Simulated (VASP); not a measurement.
# Si24TeO47 (a cell with a defect) in VASP: single point with PBEsol

Aim: the single point of Si24TeO47 (a cell with a defect) with PBEsol.

All numbers are computed with VASP 6.6.1; they aren't measurements. Logs are shortened: lines on timing, memory, paths and dates and some standing lists are left out, and cuts for length are marked.

## 1. The cell of the first run

The cell holds a defect, 72 atoms: a = 9.902 Å, b = 9.902 Å, c = 10.886 Å, α = 90.00°, β = 90.00°, γ = 120.00°.

## 2. Single point, PBEsol

Contents of INCAR:

```
  ALGO = Normal
  EDIFF = 1E-6
  ENCUT = 520
  GGA = PS
  GGA_COMPAT = F
  ISIF = 2
  ISMEAR = -1
  LASPH = T
  LCHARG = F
  LREAL = Auto
  LWAVE = F
  NBANDS = 234
  NELM = 120
  PREC = Accurate
  SIGMA = 0.05
```

Contents of KPOINTS:

```
k-points
0
Gamma
  1 1 1
```

Contents of POSCAR:

```
Si24TeO47
1.0
    9.9016390000      0.0000000000      0.0000000000
   -4.9508190000      8.5750710000      0.0000000000
    0.0000000000      0.0000000000     10.8858800000
Si O Te
24 47 1
Direct
    0.2353930000      0.9887880000      0.1613030000
    0.2314490000      0.0067220000      0.6730750000
    0.2440360000      0.4975670000      0.1710500000
    0.2128810000      0.5120610000      0.6750880000
    0.7163830000      0.9925150000      0.1612810000
    0.7565070000      0.0154590000      0.6708550000
    0.7408490000      0.4873880000      0.1558700000
    0.7407450000      0.5066800000      0.6606150000
    0.9890110000      0.2242250000      0.3281700000
    0.0153300000      0.2466400000      0.8472300000
    0.9942870000      0.7306590000      0.3262960000
    0.9972430000      0.7308720000      0.8374070000
    0.5101530000      0.2144770000      0.3168220000
    0.5134050000      0.2432230000      0.8297770000
    0.4930600000      0.7491400000      0.3411720000
    0.5052120000      0.7340810000      0.8247710000
    0.2839850000      0.2695150000      0.0043870000
    0.2155830000      0.2521880000      0.5145130000
    0.2639300000      0.7539150000      0.9974350000
    0.2522730000      0.7728210000      0.5035860000
    0.7679120000      0.2600520000      0.9982430000
    0.7653590000      0.2633760000      0.4968670000
    0.7504170000      0.7474750000      0.9997110000
    0.7751020000      0.7824020000      0.4991880000
    0.2150810000      0.1283530000      0.1039600000
    0.1826640000      0.1315050000      0.6256190000
    0.2076720000      0.6211740000      0.1028000000
    0.1905100000      0.6506380000      0.6180000000
    0.6841230000      0.1228450000      0.1000860000
    0.7207120000      0.1441360000      0.6115680000
    0.6946360000      0.6123520000      0.1040430000
    0.7257320000      0.6524420000      0.6072090000
    0.3605590000      0.0520370000      0.2739810000
    0.3771670000      0.0839520000      0.7680680000
    0.3632470000      0.5845520000      0.2833460000
    0.3790580000      0.5851340000      0.7460120000
    0.8540540000      0.0698690000      0.2622720000
    0.8949330000      0.0932680000      0.7711780000
    0.8590540000      0.5647800000      0.2716330000
    0.8731930000      0.5741820000      0.7669030000
    0.4447650000      0.2945600000      0.9449200000
    0.4170400000      0.7988560000      0.4518180000
    0.4217940000      0.7813250000      0.9310900000
    0.9242280000      0.2985330000      0.4286980000
    0.9290020000      0.2645670000      0.9661150000
    0.9254180000      0.7994300000      0.4277070000
    0.9166860000      0.7827550000      0.9437070000
    0.0953530000      0.1681510000      0.4015640000
    0.1594340000      0.2261620000      0.8932710000
    0.1264640000      0.7051790000      0.3922690000
    0.1264550000      0.6967030000      0.8968210000
    0.6314550000      0.1792510000      0.3913260000
    0.6523210000      0.2155750000      0.8804890000
    0.6386430000      0.7394980000      0.3987440000
    0.6237110000      0.6872720000      0.8889030000
    0.0842540000      0.3558410000      0.2254870000
    0.0730350000      0.4048510000      0.7682720000
    0.0688060000      0.8543520000      0.2139600000
    0.0782010000      0.8723690000      0.7400980000
    0.5887740000      0.3252970000      0.1968220000
    0.5808850000      0.3804130000      0.7278440000
    0.5545780000      0.8727250000      0.2290140000
    0.5979400000      0.8812960000      0.7334150000
    0.3183240000      0.4292980000      0.0724970000
    0.2026880000      0.3995330000      0.5642730000
    0.2982080000      0.9184880000      0.0558890000
    0.2779170000      0.9376270000      0.5550920000
    0.8177380000      0.4336840000      0.0483830000
    0.7933190000      0.4278620000      0.5525410000
    0.7648560000      0.9039000000      0.0598620000
    0.8167880000      0.9458210000      0.5628590000
    0.4773400000      0.3940520000      0.4431350000
```

Potentials or basis: VASP PAW PBE potentials, release 64 (Si, O, Te).

Started as:

```
cat potpaw_PBE.64/Si/POTCAR potpaw_PBE.64/O/POTCAR potpaw_PBE.64/Te/POTCAR > POTCAR
mpirun -np 1 vasp_gam > vasp.out
```

OUTCAR:

```text
EDIFF = 1E-6
   ENCUT = 520
   GGA = PS
   ISIF = 2
   ISMEAR = -1
   LASPH = T
   LREAL = Auto
   NELM = 120
   PREC = Accurate

 ion  position               nearest neighbor table
   1  0.235  0.989  0.161-  25 1.62  66 1.62  58 1.62  33 1.63  13 3.03  19 3.05  11 3.06  17 3.09

   2  0.231  0.007  0.673-  59 1.61  26 1.62  34 1.62  67 1.63  20 3.05  18 3.05  14 3.11  12 3.12

   3  0.244  0.498  0.171-  56 1.61  35 1.62  27 1.62  64 1.63  17 3.07  19 3.09  15 3.09   9 3.13
[... 84 lines left out ...]
  70  0.765  0.904  0.060-  23 1.62   5 1.62
  71  0.817  0.946  0.563-  24 1.61   6 1.62
  72  0.477  0.394  0.443-  18 2.38  13 2.39   8 3.28

  LATTYP: Found a hexagonal cell.
 ALAT       =     9.9016390000
 C/A-ratio  =     1.0994018263

  Lattice vectors:

 A1 = (   9.9016390000,   0.0000000000,   0.0000000000)
 A2 = (  -4.9508190000,   8.5750710000,   0.0000000000)
 A3 = (   0.0000000000,   0.0000000000,  10.8858800000)

Analysis of symmetry for initial positions (statically):
=====================================================================
 Subroutine PRICEL returns:
 Original cell was already a primitive cell.

 Routine SETGRP: Setting up the symmetry group for a
 hexagonal supercell.

 Subroutine GETGRP returns: Found  1 space group operations
 (whereof  1 operations were pure point group operations)
 out of a pool of 24 trial point group operations.

The static configuration has the point symmetry C_1 .

Analysis of symmetry for dynamics (positions and initial velocities):
=====================================================================
 Subroutine PRICEL returns:
 Original cell was already a primitive cell.

 Routine SETGRP: Setting up the symmetry group for a
 hexagonal supercell.

 Subroutine GETGRP returns: Found  1 space group operations
 (whereof  1 operations were pure point group operations)
 out of a pool of 24 trial point group operations.

The dynamic configuration has the point symmetry C_1 .

 Subroutine INISYM returns: Found  1 space group operations
 (whereof  1 operations are pure point group operations),
 and found     1 'primitive' translations

----------------------------------------------------------------------------------------

[... 209 lines left out ...]
   LREAL  =      T    real-space projection
   EDIFFG = 0.1E-04   stopping-criterion for IOM
   NSW    =      0    number of steps for IOM
   IBRION =     -1    ionic relax: 0-MD 1-quasi-New 2-CG
   NFREE  =      0    steps in history (QN), initial steepest desc. (CG)
   ISIF   =      2    stress and relaxation
   ISYM   =      2    0-nonsym 1-usesym 2-fastsym
   POTIM  = 0.5000    time-step for ionic-motion
   TEBEG  =    0.0;   TEEND  =   0.0 temperature during run
   PSTRESS=    0.0 pullay stress
   NELECT =     384.0000    total number of electrons
   NUPDOWN=      -1.0000    fix difference up-down
   EMIN   =  10.00;   EMAX   =-10.00  energy-range for DOS
   EFERMI =   0.00;   METHOD = LEGACY
   ISMEAR =    -1;   SIGMA  =   0.05  broadening in eV -4-tet -1-fermi 0-gaus
   EFERMI_NEDOS =   21; number of points for ismear=-14 and -15
   IALGO  =     38    algorithm
   IMIX   =      4    mixing-type and parameters
     AMIX     =   0.40;   BMIX     =  1.00
     AMIX_MAG =   1.60;   BMIX_MAG =  1.00
  volume/ion in A,a.u.               =      12.84        86.63
  Fermi-wavevector in a.u.,A,eV,Ry     =   1.221563  2.308419 20.302826  1.492216
  Thomas-Fermi vector in A             =   2.356741
   LORBIT       =      0    0 simple, 1 ext, 2 COOP (PROOUT), +10 PAW based schemes
   GGA     = PS    functional components
   LHFCALC =     F    Hartree Fock is set to
   AEXX    =    0.0000 exact exchange contribution
   IVDW    =     0    specifies the selected vdW correction
   LEPSILON=     F    determine dielectric tensor
   LRPA    =     F    only Hartree local field effects (RPA)
 non-spin polarized calculation
  energy-cutoff  :      520.00
  volume of cell :      924.29
 maximum number of plane-waves:     12459
 NGX is ok and might be reduce to    80
   NGX = 37   NGY = 37   NGZ = 41

 number of electron     384.0000017 magnetization

 Free energy of the ion-electron system (eV)
  ---------------------------------------------------
  ext. energy  EPLUGINS =         0.00000000
  ---------------------------------------------------
  free energy    TOTEN  =      -583.70524064 eV

  energy without entropy =     -583.70524064  energy(sigma->0) =     -583.70524064

 E-fermi :   4.7697     XC(G=0):  -9.4679

 val. band max:        3.5360685696   @ k =   0.0000   0.0000   0.0000
 cond. band min:       6.9161955989   @ k =   0.0000   0.0000   0.0000
 fundamental gap:      3.3801270293
 Fermi energy:         4.7697167329

 k-point     1 :       0.0000    0.0000    0.0000
  band No.  band energies     occupation
      1     -18.1393      2.00000
      2     -17.7180      2.00000
      3     -17.6997      2.00000
      4     -17.6655      2.00000
      5     -17.6379      2.00000
      6     -17.6174      2.00000
[... 196 lines left out ...]
    203       9.5637      0.00000
    204       9.6541      0.00000
 [bands above 204 left out]

------------------------ aborting loop because EDIFF is reached ----------------------------------------

  FORCE on cell =-STRESS in cart. coord.  units (eV):
  Direction    XX          YY          ZZ          XY          YZ          ZX
  --------------------------------------------------------------------------------------
  -------------------------------------------------------------------------------------
  Total       17.3635837     10.2974302     13.5734053      1.2831144     -1.3464090     -2.8195942
  in kB       30.0982740     17.8497066     23.5283268      2.2241682     -2.3338839     -4.8875233
  external PRESSURE =      23.8254358 kB  Pullay stress =       0.0000000 kB

 VOLUME and BASIS-vectors are now :
 -----------------------------------------------------------------------------
  energy-cutoff  :      520.00
  volume of cell :      924.29
      direct lattice vectors                 reciprocal lattice vectors
     9.901639000  0.000000000  0.000000000     0.100993381  0.058308549  0.000000000
    -4.950819000  8.575071000  0.000000000     0.000000000  0.116617110  0.000000000
     0.000000000  0.000000000 10.885880000     0.000000000  0.000000000  0.091862119

 POSITION                                       TOTAL-FORCE (eV/Angst)
 -----------------------------------------------------------------------------------
     -2.56453      8.47893      1.75593        -0.014977     -0.003245      0.016945
      2.25845      0.05764      7.32701        -0.014274      0.005417      0.011092
     -0.04701      4.26667      1.86203        -0.011780     -0.012812      0.012158
     -0.42725      4.39096      7.34893        -0.009626      0.013951     -0.009469
      2.17960      8.51089      1.75569        -0.009346     -0.011171     -0.014936
      7.41412      0.13256      7.30285        -0.014540     -0.003797      0.012029
[... 64 lines left out ...]
      3.40495      8.11048      6.12722        -0.010936      0.028588      0.001521
      2.77557      3.37902      4.82391         0.020159      0.038491     -0.014564
 -----------------------------------------------------------------------------------
    total drift:                               -0.004440     -0.002105      0.010699

  FREE ENERGIE OF THE ION-ELECTRON SYSTEM (eV)
  ---------------------------------------------------
  free  energy   TOTEN  =      -583.7052406376 eV

  energy  without entropy=     -583.7052406375  energy(sigma->0) =     -583.70524064
```

Wall time 11 min (1 thread of AMD EPYC 7R43 (Zen 3), shared host); peak memory 0.95 GiB.

Results:

```
Free energy            : -583.7052 eV
Pressure               : 2.4 GPa
Largest force          : 0.063 eV/Å
Band gap on the k mesh : 3.38 eV
```

Forces in eV/Å, atoms in the order of the input:
```
Si  -0.015 -0.003  0.017
Si  -0.014  0.005  0.011
Si  -0.012 -0.013  0.012
Si  -0.010  0.014 -0.009
Si  -0.009 -0.011 -0.015
Si  -0.015 -0.004  0.012
Si  -0.022 -0.008  0.018
Si  -0.008  0.007  0.001
Si   0.013  0.004 -0.016
Si   0.016 -0.027  0.005
Si   0.000 -0.014 -0.007
Si   0.003 -0.009  0.002
Si  -0.056 -0.015  0.025
Si   0.013 -0.018 -0.004
Si  -0.003 -0.020  0.017
Si   0.008 -0.003 -0.012
Si   0.020  0.007  0.014
Si   0.051 -0.002 -0.027
Si   0.005  0.012 -0.003
Si   0.007  0.020 -0.009
Si   0.000  0.005 -0.010
Si  -0.016  0.010  0.007
Si   0.012  0.008  0.013
Si   0.011  0.005 -0.009
O   -0.030  0.012 -0.005
O   -0.015 -0.015  0.042
O   -0.021  0.001 -0.001
O   -0.033  0.006  0.019
O   -0.032  0.000 -0.002
O   -0.021  0.008  0.005
O   -0.027  0.003  0.001
O   -0.016  0.006 -0.007
O   -0.001 -0.046  0.004
O    0.017 -0.019 -0.008
O    0.028 -0.007  0.018
O    0.011 -0.028 -0.012
O    0.013 -0.029  0.019
O    0.019 -0.012 -0.004
O    0.011 -0.015  0.024
O    0.018 -0.026  0.000
O    0.015  0.015  0.016
O    0.007  0.024  0.013
O    0.014  0.012  0.000
O    0.022  0.006 -0.023
O    0.019  0.006  0.021
O    0.021  0.011 -0.003
O    0.006  0.017  0.010
O   -0.008 -0.029 -0.025
O    0.016 -0.014 -0.016
O    0.019 -0.031 -0.003
O    0.015 -0.017 -0.001
O    0.043 -0.013  0.020
O    0.018 -0.016 -0.011
O    0.015 -0.017  0.007
O    0.016 -0.025 -0.003
O   -0.022  0.006 -0.003
O   -0.034  0.006  0.008
O   -0.022  0.000 -0.023
O   -0.030 -0.001  0.004
O   -0.020  0.014 -0.017
O   -0.034  0.011 -0.016
O   -0.031  0.018 -0.024
O   -0.018  0.007  0.004
O    0.008  0.022 -0.001
O    0.004  0.021 -0.005
O    0.016  0.017 -0.010
O    0.014  0.027 -0.017
O    0.026  0.037 -0.018
O    0.001  0.020  0.000
O    0.000  0.010  0.006
O   -0.011  0.029  0.002
Te   0.020  0.038 -0.015
```

Levels at points of the mesh, in eV from the valence-band top:
| k point | band 188 | band 189 | band 190 | band 191 | band 192 | band 193 | band 194 | band 195 | band 196 | band 197 |
| --- | --- | --- | --- | --- | --- | --- | --- | --- | --- | --- |
| (0.00, 0.00, 0.00) | -2.46 | -2.39 | -1.83 | -1.30 | 0.00 | 3.38 | 4.22 | 5.18 | 5.19 | 5.33 |

Caveat: the k points lie up to 0.73 Å⁻¹ apart; the PAW data sets were made with another functional, which shifts forces and pressure a little; spin-orbit coupling is left out, which moves the levels of the heavy elements.
